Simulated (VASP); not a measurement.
# KCl (P6_3/mmc) in VASP: single point with r2SCAN

Aim: the single point of KCl with r2SCAN.

Program: VASP 6.6.1. These are calculated values, not measurements. Logs are shortened: lines on timing, memory, paths and dates and some standing lists are left out, and cuts for length are marked.

**1. The cell of the first run**

The structure is hexagonal, space group P6_3/mmc (No. 194). Conventional cell: a = 4.340 Å, b = 4.340 Å, c = 7.636 Å, α = 90.00°, β = 90.00°, γ = 120.00°. K (site symmetry -3m) has 6 Cl at 3.15 Å and 2 K at 3.82 Å within 4.1 Å. Cl (site symmetry -6m2) has 6 K at 3.15 Å within 4.1 Å.

**2. Single point, r2SCAN**

Input file POSCAR:

```
KCl
1.0
    4.3400777943      0.0000000000      0.0000000000
   -2.1700388972      3.7586176243      0.0000000000
    0.0000000000      0.0000000000      7.6359720973
K Cl
2 2
Direct
    0.0000000000      0.0000000000      0.0000000000
    0.0000000000      0.0000000000      0.5000000000
    0.3333333333      0.6666666667      0.2500000000
    0.6666666667      0.3333333333      0.7500000000
```

Input file INCAR.step1:

```
PREC     = Accurate       # precision mode
ENCUT    = 520            # plane-wave cutoff, eV
ISMEAR   = 0              # smearing method
SIGMA    = 0.01           # smearing width, eV
LREAL    = F              # projectors in reciprocal space
LASPH    = T              # aspherical terms in the spheres
NELM     = 80             # most SCF steps
NBANDS   = 24             # bands
GGA      = PE             # functional
ALGO     = Normal         # electronic algorithm
EDIFF    = 1E-4           # SCF threshold, eV
LWAVE    = T              # write WAVECAR
LCHARG   = F              # write CHGCAR
```

Input file INCAR.step2:

```
PREC     = Accurate       # precision mode
ENCUT    = 520            # plane-wave cutoff, eV
EDIFF    = 1E-6           # SCF threshold, eV
ISMEAR   = 0              # smearing method
SIGMA    = 0.01           # smearing width, eV
LREAL    = F              # projectors in reciprocal space
LASPH    = T              # aspherical terms in the spheres
NELM     = 80             # most SCF steps
ALGO     = Normal         # electronic algorithm
ISIF     = 2              # what is computed and relaxed
LWAVE    = F              # write WAVECAR
LCHARG   = T              # write CHGCAR
METAGGA  = R2SCAN         # meta-GGA
LMIXTAU  = T            
LELF     = T              # ELF
LVHAR    = T            
NBANDS   = 24             # bands
ISTART   = 1
```

Input file KPOINTS:

```
Automatic mesh
0
Gamma
  12 12 4
```

Potentials or basis: VASP PAW PBE potentials, release 64 (K_sv, Cl).

The run is started by

```sh
cat potpaw_PBE.64/K_sv/POTCAR potpaw_PBE.64/Cl/POTCAR > POTCAR
cp INCAR.step1 INCAR
mpirun -np 1 vasp_std > vasp.out
cp INCAR.step2 INCAR
mpirun -np 1 vasp_std > vasp.out
```

OUTCAR:

```text
PREC = Accurate
   ENCUT = 520
   EDIFF = 1E-6
   ISMEAR = 0
   LREAL = F
   LASPH = T
   NELM = 80
   ISIF = 2
   METAGGA = R2SCAN
   ISTART = 1

 ion  position               nearest neighbor table
   1  0.000  0.000  0.000-   3 3.15   4 3.15   4 3.15   3 3.15   4 3.15   3 3.15
   2  0.000  0.000  0.500-   3 3.15   4 3.15   4 3.15   3 3.15   4 3.15   3 3.15
   3  0.333  0.667  0.250-   1 3.15   2 3.15   1 3.15   2 3.15   1 3.15   2 3.15
   4  0.667  0.333  0.750-   1 3.15   2 3.15   1 3.15   2 3.15   1 3.15   2 3.15

  LATTYP: Found a hexagonal cell.
 ALAT       =     4.3400777943
 C/A-ratio  =     1.7594090381

  Lattice vectors:

 A1 = (   4.3400777943,   0.0000000000,   0.0000000000)
 A2 = (  -2.1700388972,   3.7586176243,   0.0000000000)
 A3 = (   0.0000000000,   0.0000000000,   7.6359720973)

Analysis of symmetry for initial positions (statically):
=====================================================================
 Subroutine PRICEL returns:
 Original cell was already a primitive cell.

 Routine SETGRP: Setting up the symmetry group for a
 hexagonal supercell.

 Subroutine GETGRP returns: Found 24 space group operations
 (whereof 12 operations were pure point group operations)
 out of a pool of 24 trial point group operations.

The static configuration has the point symmetry D_3d.
 The point group associated with its full space group is D_6h.

Analysis of symmetry for dynamics (positions and initial velocities):
=====================================================================
 Subroutine PRICEL returns:
 Original cell was already a primitive cell.

 Routine SETGRP: Setting up the symmetry group for a
 hexagonal supercell.

 Subroutine GETGRP returns: Found 24 space group operations
 (whereof 12 operations were pure point group operations)
 out of a pool of 24 trial point group operations.

The dynamic configuration has the point symmetry D_3d.
 The point group associated with its full space group is D_6h.

 Subroutine INISYM returns: Found 24 space group operations
 (whereof 12 operations are pure point group operations),
 and found     1 'primitive' translations

----------------------------------------------------------------------------------------

                                     Primitive cell

  volume of cell :     124.5633

  direct lattice vectors                    reciprocal lattice vectors
     4.340077794  0.000000000  0.000000000     0.230410616  0.133027631  0.000000000
    -2.170038897  3.758617624  0.000000000     0.000000000  0.266055263  0.000000000
     0.000000000  0.000000000  7.635972097     0.000000000  0.000000000  0.130959096

  length of vectors
     4.340077794  4.340077794  7.635972097     0.266055263  0.266055263  0.130959096

  position of ions in fractional coordinates (direct lattice)
     0.000000000  0.000000000  0.000000000
     0.000000000  0.000000000  0.500000000
     0.333333333  0.666666667  0.250000000
     0.666666667  0.333333333  0.750000000

  ion indices of the primitive-cell ions
   primitive index   ion index
                 1           1
                 2           2
                 3           3
                 4           4

----------------------------------------------------------------------------------------

 KPOINTS: Automatic mesh

Automatic generation of k-mesh.
 Grid dimensions read from file:
 generate k-points for:   12   12    4

 Generating k-lattice:

  Cartesian coordinates                     Fractional coordinates (reciprocal lattice)
     0.019200885  0.011085636  0.000000000     0.083333333  0.000000000  0.000000000
     0.000000000  0.022171272  0.000000000     0.000000000  0.083333333  0.000000000
     0.000000000  0.000000000  0.032739774     0.000000000  0.000000000  0.250000000

  Length of vectors
     0.022171272  0.022171272  0.032739774

  Shift w.r.t. Gamma in fractional coordinates (k-lattice)
     0.000000000  0.000000000  0.000000000

 Subroutine IBZKPT returns following result:
 ===========================================

 Found     57 irreducible k-points:

 Following reciprocal coordinates:
            Coordinates               Weight
  0.000000  0.000000  0.000000      1.000000
  0.083333 -0.000000  0.000000      6.000000
  0.166667  0.000000  0.000000      6.000000
  0.250000  0.000000  0.000000      6.000000
  0.333333 -0.000000  0.000000      6.000000
  0.416667  0.000000  0.000000      6.000000
[... 16 lines left out ...]
  0.250000  0.000000  0.250000     12.000000
  0.333333 -0.000000  0.250000     12.000000
 [... further k-points ...]
   k-points           NKPTS =     57   k-points in BZ     NKDIM =     57   number of bands    NBANDS=     24
   number of dos      NEDOS =    301   number of ions     NIONS =      4
   total plane-waves  NPLWV =  61440
   dimension x,y,z NGX =    32 NGY =   32 NGZ =   60
   dimension x,y,z NGXF=    64 NGYF=   64 NGZF=  120
   ions per type =               2   2
   NGX,Y,Z   is equivalent  to a cutoff of  12.26, 12.26, 13.06 a.u.
   NGXF,Y,Z  is equivalent  to a cutoff of  24.52, 24.52, 26.13 a.u.
 SYSTEM =  unknown system
   PREC   = accura    normal or accurate (medium, high low for compatibility)
   ISTART =      1    job   : 0-new  1-cont  2-samecut
   ICHARG =      0    charge: 1-file 2-atom 10-const
   ISPIN  =      1    spin polarized calculation?
   LNONCOLLINEAR =      F non collinear calculations
   LSORBIT =      F    spin-orbit coupling
   LASPH  =      T    aspherical Exc in radial PAW
   ENCUT  =  520.0 eV  38.22 Ry    6.18 a.u.   8.07  8.07 14.20*2*pi/ulx,y,z
   NELM   =     80;   NELMIN=  2; NELMDL=  0     # of ELM steps
   EDIFF  = 0.1E-05   stopping-criterion for ELM
   LREAL  =      F    real-space projection
   EDIFFG = 0.1E-04   stopping-criterion for IOM
   NSW    =      0    number of steps for IOM
   IBRION =     -1    ionic relax: 0-MD 1-quasi-New 2-CG
   NFREE  =      0    steps in history (QN), initial steepest desc. (CG)
   ISIF   =      2    stress and relaxation
   ISYM   =      2    0-nonsym 1-usesym 2-fastsym
   POTIM  = 0.5000    time-step for ionic-motion
   TEBEG  =    0.0;   TEEND  =   0.0 temperature during run
   PSTRESS=    0.0 pullay stress
   NELECT =      32.0000    total number of electrons
   NUPDOWN=      -1.0000    fix difference up-down
   EMIN   =  10.00;   EMAX   =-10.00  energy-range for DOS
   EFERMI =   0.00;   METHOD = LEGACY
   ISMEAR =     0;   SIGMA  =   0.01  broadening in eV -4-tet -1-fermi 0-gaus
   EFERMI_NEDOS =   21; number of points for ismear=-14 and -15
   IALGO  =     38    algorithm
   IMIX   =      4    mixing-type and parameters
     AMIX     =   0.40;   BMIX     =  1.00
     AMIX_MAG =   1.60;   BMIX_MAG =  1.00
  volume/ion in A,a.u.               =      31.14       210.15
  Fermi-wavevector in a.u.,A,eV,Ry     =   1.040706  1.966650 14.736055  1.083069
  Thomas-Fermi vector in A             =   2.175294
   LORBIT       =      0    0 simple, 1 ext, 2 COOP (PROOUT), +10 PAW based schemes
   METAGGA = R2SCAN    functional components
   LHFCALC =     F    Hartree Fock is set to
   AEXX    =    0.0000 exact exchange contribution
   IVDW    =     0    specifies the selected vdW correction
   LEPSILON=     F    determine dielectric tensor
   LRPA    =     F    only Hartree local field effects (RPA)
 non-spin polarized calculation
 Gauss-broadening in eV      SIGMA  =   0.01
  energy-cutoff  :      520.00
  volume of cell :      124.56
 maximum number of plane-waves:      3378
   NGX = 17   NGY = 17   NGZ = 29

 number of electron      31.9999999 magnetization

 Free energy of the ion-electron system (eV)
  ---------------------------------------------------
  ext. energy  EPLUGINS =         0.00000000
  ---------------------------------------------------
  free energy    TOTEN  =       -32.89741398 eV

  energy without entropy =      -32.89741398  energy(sigma->0) =      -32.89741398

 E-fermi :  -2.1283     XC(G=0):  -7.9497

 val. band max:       -2.1878244512   @ k =   0.0000   0.0000   0.0000
 cond. band min:       3.5807829429   @ k =   0.0000   0.0000   0.0000
 fundamental gap:      5.7686073940
 Fermi energy:        -2.1282525657

 k-point     1 :       0.0000    0.0000    0.0000
  band No.  band energies     occupation
      1     -30.6366      2.00000
      2     -30.6159      2.00000
      3     -15.1410      2.00000
      4     -14.9151      2.00000
      5     -13.3281      2.00000
      6     -13.3281      2.00000
[... 16 lines left out ...]
     23       7.3653      0.00000
     24       7.3653      0.00000

 k-point     2 :       0.0833   -0.0000    0.0000
  band No.  band energies     occupation
      1     -30.6359      2.00000
      2     -30.6154      2.00000
      3     -15.1242      2.00000
      4     -14.9251      2.00000
      5     -13.3306      2.00000
      6     -13.3154      2.00000
[... 16 lines left out ...]
     23       7.3564      0.00000
     24       7.4457      0.00000

 k-point     3 :       0.1667    0.0000    0.0000
  band No.  band energies     occupation
      1     -30.6342      2.00000
      2     -30.6139      2.00000
      3     -15.0786      2.00000
      4     -14.9494      2.00000
      5     -13.3373      2.00000
      6     -13.3268      2.00000
[... 16 lines left out ...]
     23       7.6829      0.00000
     24       7.7067      0.00000

 k-point     4 :       0.2500    0.0000    0.0000
  band No.  band energies     occupation
      1     -30.6318      2.00000
      2     -30.6120      2.00000
      3     -15.0333      2.00000
      4     -14.9580      2.00000
      5     -13.3607      2.00000
      6     -13.3463      2.00000
[... 16 lines left out ...]
     23       8.0628      0.00000
     24       8.0987      0.00000

 k-point     5 :       0.3333   -0.0000    0.0000
  band No.  band energies     occupation
      1     -30.6294      2.00000
      2     -30.6100      2.00000
      3     -15.0449      2.00000
      4     -14.8993      2.00000
      5     -13.4073      2.00000
      6     -13.3941      2.00000
[... 451 lines left out ...]
 k-point    22 :       0.1667    0.0000    0.2500
  band No.  band energies     occupation
      1     -30.6312      2.00000
      2     -30.6169      2.00000
      3     -15.0581      2.00000
      4     -14.9666      2.00000
      5     -13.3471      2.00000
      6     -13.3318      2.00000
[... 16 lines left out ...]
     23       7.6546      0.00000
     24       7.9191      0.00000

 k-point    23 :       0.2500    0.0000    0.2500
  band No.  band energies     occupation
      1     -30.6289      2.00000
      2     -30.6149      2.00000
      3     -15.0201      2.00000
      4     -14.9667      2.00000
      5     -13.3917      2.00000
      6     -13.3405      2.00000
[... 16 lines left out ...]
     23       7.9927      0.00000
     24       8.3633      0.00000

 k-point    24 :       0.3333   -0.0000    0.2500
  band No.  band energies     occupation
      1     -30.6266      2.00000
      2     -30.6129      2.00000
      3     -15.0236      2.00000
      4     -14.9204      2.00000
      5     -13.4346      2.00000
      6     -13.3492      2.00000
[... 16 lines left out ...]
     23       8.3925      0.00000
     24       8.9031      0.00000

 [... further k-points ...]
[... 5 lines left out ...]
  --------------------------------------------------------------------------------------
  -------------------------------------------------------------------------------------
  Total        0.0092934      0.0092934     -0.0065558     -0.0000000      0.0000000      0.0000000
  in kB        0.1195348      0.1195348     -0.0843228     -0.0000000      0.0000000      0.0000000
  external PRESSURE =       0.0515823 kB  Pullay stress =       0.0000000 kB

 VOLUME and BASIS-vectors are now :
 -----------------------------------------------------------------------------
  energy-cutoff  :      520.00
  volume of cell :      124.56
      direct lattice vectors                 reciprocal lattice vectors
     4.340077794  0.000000000  0.000000000     0.230410616  0.133027631  0.000000000
    -2.170038897  3.758617624  0.000000000     0.000000000  0.266055263  0.000000000
     0.000000000  0.000000000  7.635972097     0.000000000  0.000000000  0.130959096

 POSITION                                       TOTAL-FORCE (eV/Angst)
 -----------------------------------------------------------------------------------
      0.00000      0.00000      0.00000         0.000000      0.000000      0.000000
      0.00000      0.00000      3.81799         0.000000      0.000000      0.000000
     -0.00000      2.50575      1.90899        -0.000000      0.000000     -0.000000
      2.17004      1.25287      5.72698         0.000000      0.000000      0.000000
 -----------------------------------------------------------------------------------
    total drift:                                0.000000     -0.000000      0.000000

  FREE ENERGIE OF THE ION-ELECTRON SYSTEM (eV)
  ---------------------------------------------------
  free  energy   TOTEN  =       -32.8974139794 eV

  energy  without entropy=      -32.8974139794  energy(sigma->0) =      -32.89741398
```

Wall time 11 min (1 thread of AMD EPYC 7R13 (Zen 3), shared host); peak memory 0.31 GiB.

What came out:

- Free energy: -32.8974 eV
- Pressure: 0.0 GPa
- Band gap on the k mesh: 5.77 eV

Levels at points of the mesh, in eV from the valence-band top:
| k point | band 14 | band 15 | band 16 | band 17 | band 18 | band 19 |
| --- | --- | --- | --- | --- | --- | --- |
| (0.00, 0.00, 0.00) | -0.15 | 0.00 | 0.00 | 5.77 | 7.95 | 8.15 |
| (0.50, 0.00, 0.00) | -0.45 | -0.34 | -0.22 | 7.32 | 8.37 | 8.43 |
| (0.00, 0.00, 0.50) | -0.14 | -0.14 | -0.14 | 6.97 | 6.97 | 8.58 |
| (0.50, 0.00, 0.50) | -0.42 | -0.28 | -0.28 | 7.95 | 7.95 | 8.55 |

Caveat: the PAW data sets were made with another functional, which shifts forces and pressure a little. A k mesh can miss the band edges.
